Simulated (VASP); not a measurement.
A run of VASP 6.6.1:

POSCAR

```
SiC
1.0
    3.0753564236      0.0000000000      0.0000000000
   -1.5376782118      2.6633367885      0.0000000000
    0.0000000000      0.0000000000      5.0481087552
Si C
2 2
Direct
    0.3333333333      0.6666666667      0.4995917705
    0.6666666667      0.3333333333      0.9995917705
    0.3333333333      0.6666666667      0.8754082295
    0.6666666667      0.3333333333      0.3754082295
```

INCAR.step1

```
SYSTEM = SiC
PREC     = Accurate       ! precision mode
ENCUT    = 520            ! plane-wave cutoff, eV
EDIFF    = 1E-5           ! SCF threshold, eV
ISMEAR   = 0              ! smearing method
SIGMA    = 0.01           ! smearing width, eV
LREAL    = .FALSE.        ! projectors in reciprocal space
LASPH    = .TRUE.         ! aspherical terms in the spheres
NELM     = 60             ! most SCF steps
ALGO     = Normal         ! electronic algorithm
ISIF     = 2              ! what is computed and relaxed
LWAVE    = .TRUE.         ! write WAVECAR
LCHARG   = .FALSE.        ! write CHGCAR
NBANDS   = 16             ! bands
GGA      = PE             ! functional
```

INCAR.step2

```
SYSTEM = SiC
PREC     = Accurate       ! precision mode
ENCUT    = 520            ! plane-wave cutoff, eV
EDIFF    = 1E-6           ! SCF threshold, eV
ISMEAR   = 0              ! smearing method
SIGMA    = 0.01           ! smearing width, eV
LREAL    = .FALSE.        ! projectors in reciprocal space
LASPH    = .TRUE.         ! aspherical terms in the spheres
NELM     = 60             ! most SCF steps
ALGO     = Normal         ! electronic algorithm
ISIF     = 2              ! what is computed and relaxed
LWAVE    = .FALSE.        ! write WAVECAR
LCHARG   = .FALSE.        ! write CHGCAR
GGA      = PE             ! functional
LHFCALC  = .TRUE.         ! exact exchange
AEXX     = 1.0            ! exact-exchange fraction
HFSCREEN = 0.1            ! screening, 1/A
PRECFOCK = Normal       
NBANDS   = 16             ! bands
ISTART   = 1            
ALDAC    = 1.0          
AGGAC    = 1.0
```

The input KPOINTS:

```
regular mesh
0
G
  6 6 2
  0 0 0
```

Potentials or basis: VASP PAW PBE potentials, release 64 (Si, C).

Command:

```sh
$ cat potpaw_PBE.64/Si/POTCAR potpaw_PBE.64/C/POTCAR > POTCAR
$ cp INCAR.step1 INCAR
$ mpirun -np 1 vasp_std > vasp.out
$ cp INCAR.step2 INCAR
$ mpirun -np 1 vasp_std > vasp.out
```

Hardware: 1 thread of Intel(R) Xeon(R) 6975P-C (Granite Rapids), with other jobs on the host.

Question: How long does it take, and how much memory?

Answer: It took 5.5 min on 1 thread of Intel(R) Xeon(R) 6975P-C (Granite Rapids), on a shared host, peak memory 0.25 GiB. Counts: k points 14.
